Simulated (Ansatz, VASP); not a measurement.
## Two plane-wave programs on MgS

The input INCAR:

```
SYSTEM = MgS
PREC = Accurate
ENCUT = 520
EDIFF = 1E-6
ISMEAR = 0
SIGMA = 0.05
LREAL = .False.
LASPH = .True.
NELM = 60
ALGO = Normal
ISIF = 2
LWAVE = .False.
LCHARG = .False.
GGA = PE
NBANDS = 11
```

Contents of KPOINTS:

```
regular mesh
0
Gamma
  8 8 8
  0 0 0
```

Contents of POSCAR:

```
MgS
1.0
    0.0000000000      2.6016500000      2.7317325000
    2.6016500000      0.0000000000      2.7317325000
    2.6016500000      2.6016500000      0.0000000000
Mg S
1 1
Direct
    0.0000000000      0.0000000000      0.0000000000
    0.5000000000      0.5000000000      0.5000000000
```

Input for Ansatz:

```yaml
crystal:
  lattice:
    - [0.0, 2.60165, 2.7317325]
    - [2.60165, 0.0, 2.7317325]
    - [2.60165, 2.60165, 0.0]
  atoms:
    - { symbol: Mg, position: [0.0, 0.0, 0.0] }
    - { symbol: S, position: [0.5, 0.5, 0.5] }
basis:
  ecutwfc: 420
kpoints:
  mp_grid: { grid: [8, 8, 8] }
hamiltonian:
  xc: pbe
scf:
  occupations: { method: gaussian, width: 0.05 }
output:
  forces: true
  stress: true
  eigenvalues: true
```

Change from the starting cell: strain +0.000 along x and y, +0.050 along z, atoms carried along.

Alike in both runs: task single point; functional PBE; k mesh 8 × 8 × 8; occupations gaussian, width 0.05 eV; no spin polarisation.

|  | VASP | Ansatz |
| --- | --- | --- |
| version | VASP 6.6.1 | Ansatz 0.2.0 |
| potentials or method | VASP PAW PBE potentials, release 64 (Mg, S), cutoff 520 eV | scalar-relativistic, plane waves, PAW |
| valence electrons in the cell | 8 | 16 |

|  | VASP | Ansatz | Ansatz less VASP |
| --- | --- | --- | --- |
| gap on the k mesh at the Fermi level (eV) | 2.49 | 2.50 | +0.016 |
| least direct gap on the mesh (eV) | 3.22 | 3.23 | +0.013 |
| pressure (GPa) | -2.3 | -2.0 | +0.28 |
| traceless stress, the component that is largest in VASP (GPa) | -2.38 | -2.40 | -0.023 |

With one functional, cell and mesh, what is left measures potentials, basis and numerics. VASP's potentials hold 8 valence electrons a cell and Ansatz's 16, so a difference there can come from the potentials and not from the codes.
